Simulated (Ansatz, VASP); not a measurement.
**Two plane-wave programs on AlN**

```xyz
4
Lattice="3.1826 0.0000 0.0000 0.0000 5.1854 0.0000 1.5913 0.0000 2.6501" Properties=species:S:1:pos:R:3 pbc="T T T"
Al    1.5913   -0.0100    0.8889
Al    3.1826    2.5827    1.7612
N     1.5913    3.2250    0.9034
N     3.1826    0.6323    1.7467
```

Change from the starting cell: band edges of the strained film's bulk.

Alike in both runs: task single point; functional PBEsol; k mesh 10 × 6 × 10; occupations gaussian, width 0.02 eV; no spin polarisation.

```csv
,VASP,Ansatz
version,VASP 6.6.1,Ansatz 0.2.0
potentials or method,"VASP PAW PBE potentials, release 64 (Al, N), cutoff 600 eV","scalar-relativistic, plane waves, PAW"
valence electrons in the cell,16,16
```

|  | VASP | Ansatz | Ansatz less VASP |
| --- | --- | --- | --- |
| gap on the k mesh at the Fermi level (eV) | 3.65 | 3.64 | -0.013 |
| least direct gap on the mesh (eV) | 3.65 | 3.64 | -0.013 |
| pressure (GPa) | -8.1 | -7.9 | +0.25 |
| traceless stress, the component that is largest in VASP (GPa) | 7.94 | 7.87 | -0.067 |

VASP's potentials were made for PBE, not for PBEsol.
